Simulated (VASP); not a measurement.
Input of a VASP 6.6.1 run:

Contents of POSCAR:

```
C
1.0
    0.0000000000      2.2271823685      2.2271823685
    2.2271823685      0.0000000000      2.2271823685
    2.2271823685      2.2271823685      0.0000000000
C
2
Direct
    0.0000000000      0.0000000000      0.0000000000
    0.2500000000      0.2500000000      0.2500000000
```

The input INCAR.step1:

```
SYSTEM = C
PREC = Accurate
ENCUT = 600
ISMEAR = 0
SIGMA = 0.1
LREAL = .FALSE.
LASPH = .TRUE.
NELM = 100
GGA = PE
ALGO = Normal
EDIFF = 1E-4
LWAVE = .TRUE.
LCHARG = .FALSE.
```

Contents of INCAR.step2:

```
SYSTEM = C
PREC = Accurate
ENCUT = 600
EDIFF = 1E-6
ISMEAR = 0
SIGMA = 0.1
LREAL = .FALSE.
LASPH = .TRUE.
NELM = 100
ALGO = Normal
ISIF = 3
LWAVE = .FALSE.
LCHARG = .FALSE.
METAGGA = R2SCAN
LMIXTAU = .TRUE.
IBRION = 2
NSW = 80
EDIFFG = -0.05
ISTART = 1
```

File KPOINTS:

```
regular mesh
0
G
  8 8 8
  0 0 0
```

Potentials or basis: VASP PAW PBE potentials, release 64 (C).

Command:

```sh
$ cat potpaw_PBE.64/C/POTCAR > POTCAR
$ cp INCAR.step1 INCAR
$ mpirun -np 1 vasp_std > vasp.out
$ cp INCAR.step2 INCAR
$ mpirun -np 1 vasp_std > vasp.out
```

Q: What does it give for the relaxed cell?

A: a = 2.519 Å, b = 2.519 Å, c = 2.519 Å, α = 60.00°, β = 60.00°, γ = 60.00°.

Q: Predict the band gap on the k mesh.

A: 4.34 eV, indirect (least direct gap 5.85 eV).

Q: Predict the relaxed volume.

A: 5.65 Å³/atom.

Q: Predict the space group after relaxing (to 0.05 Å).

A: Fd-3m (No. 227).

The path:
```csv
step,energy change (eV),largest force (eV/Å),pressure (GPa),volume (Å³)
1,0.0000,0.0000,-76.89,22.10
2,-3.8565,0.0000,143.46,9.11
3,-4.6887,0.0000,-2.77,11.37
4,-4.6881,0.0000,3.97,11.20
5,-4.6875,0.0000,-4.63,11.42
6,-4.6893,0.0000,0.00,11.30
```

Caveat: the volume moved by over 15 % at a fixed basis, so the end points are rough; the PAW data sets were made with another functional, which shifts forces and pressure a little. r2SCAN opens gaps a little over a GGA but as a rule still falls short of measured ones.
